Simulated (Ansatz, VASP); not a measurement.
**Two plane-wave programs on LiF**

```
Li F
1.0
     2.45715    0.00000    0.00000
     0.00000    2.45715    0.00000
     0.00000    0.00000    2.76430
Li F
1 1
Direct
  0.00000 0.00000 0.00000
  0.50000 0.50000 0.50000
```

Change from the starting cell: strain -0.040 along x and y, +0.080 along z, atoms carried along.

Alike in both runs: task single point; functional PBE; k mesh 10 × 10 × 10; occupations gaussian, width 0.05 eV; no spin polarisation.

|  | VASP | Ansatz |
| --- | --- | --- |
| version | VASP 6.6.1 | Ansatz 0.2.0 |
| potentials or method | VASP PAW PBE potentials, release 64 (Li_sv, F), cutoff 520 eV | scalar-relativistic, plane waves, PAW |
| valence electrons in the cell | 10 | 10 |

|  | VASP | Ansatz | Ansatz less VASP |
| --- | --- | --- | --- |
| gap on the k mesh at the Fermi level (eV) | 7.01 | 7.00 | -0.009 |
| least direct gap on the mesh (eV) | 7.56 | 7.55 | -0.010 |

The functional is the same, so the differences come from potentials, cutoffs and numerics.

Noted on VASP's run: the cutoff is short for stress, so the pressure is rough.
